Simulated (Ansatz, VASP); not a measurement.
**One calculation of KZnF3, two programs**

Contents of INCAR:

```
ALGO     = Normal         # electronic algorithm
EDIFF    = 1E-7           # SCF threshold, eV
ENCUT    = 520            # plane-wave cutoff, eV
GGA      = PE             # functional
ISIF     = 2              # what is computed and relaxed
ISMEAR   = 0              # smearing method
LASPH    = T              # aspherical terms in the spheres
LCHARG   = T              # write CHGCAR
LELF     = T              # ELF
LREAL    = F              # projectors in reciprocal space
LVHAR    = T            
LWAVE    = F              # write WAVECAR
NBANDS   = 29             # bands
NELM     = 80             # most SCF steps
PREC     = Accurate       # precision mode
SIGMA    = 0.05           # smearing width, eV
```

File KPOINTS:

```
k-points
0
Gamma
  6 6 6
```

Contents of POSCAR:

```
KZnF3
1.0
    3.7108543247      0.0000000000      0.0000000000
    0.0000000000      3.7108543247      0.0000000000
    0.0000000000      0.0000000000      4.8241106220
K Zn F
1 1 3
Direct
    0.0000000000      0.0000000000      0.0000000000
    0.5000000000      0.5000000000      0.5000000000
    0.5000000000      0.5000000000      0.0000000000
    0.0000000000      0.5000000000      0.5000000000
    0.5000000000      0.0000000000      0.5000000000
```

Input for Ansatz:

```yaml
crystal:
  lattice:
    - [3.7108543247, 0.0, 0.0]
    - [0.0, 3.7108543247, 0.0]
    - [0.0, 0.0, 4.824110622]
  atoms:
    - { symbol: K, position: [0.0, 0.0, 0.0] }
    - { symbol: Zn, position: [0.5, 0.5, 0.5] }
    - { symbol: F, position: [0.5, 0.5, 0.0] }
    - { symbol: F, position: [0.0, 0.5, 0.5] }
    - { symbol: F, position: [0.5, 0.0, 0.5] }
basis:
  ecutwfc: 420
kpoints:
  mp_grid: { grid: [6, 6, 6] }
hamiltonian:
  xc: pbe
scf:
  occupations: { method: gaussian, width: 0.05 }
output:
  forces: true
  stress: true
  eigenvalues: true
```

Alike in both runs: task single point; functional PBE; k mesh 6 × 6 × 6; occupations gaussian, width 0.05 eV; no spin polarisation.

|  | VASP | Ansatz |
| --- | --- | --- |
| version | VASP 6.6.1 | Ansatz 0.2.0 |
| potentials or method | VASP PAW PBE potentials, release 64 (K_sv, Zn, F), cutoff 520 eV | scalar-relativistic, plane waves, PAW |
| valence electrons in the cell | 42 | 42 |

VASP gave:

| Item | Value |
| --- | --- |
| gap on the k mesh at the Fermi level (eV) | 3.07 |
| least direct gap on the mesh (eV) | 5.37 |
| pressure (GPa) | 13.4 |
| traceless stress, the component that is largest in VASP (GPa) | -15.87 |

Task: Estimate Ansatz's values.

Result: gap on the k mesh at the Fermi level (eV): 3.14; least direct gap on the mesh (eV): 5.41; pressure (GPa): 12.7; traceless stress, the component that is largest in VASP (GPa): -15.07.
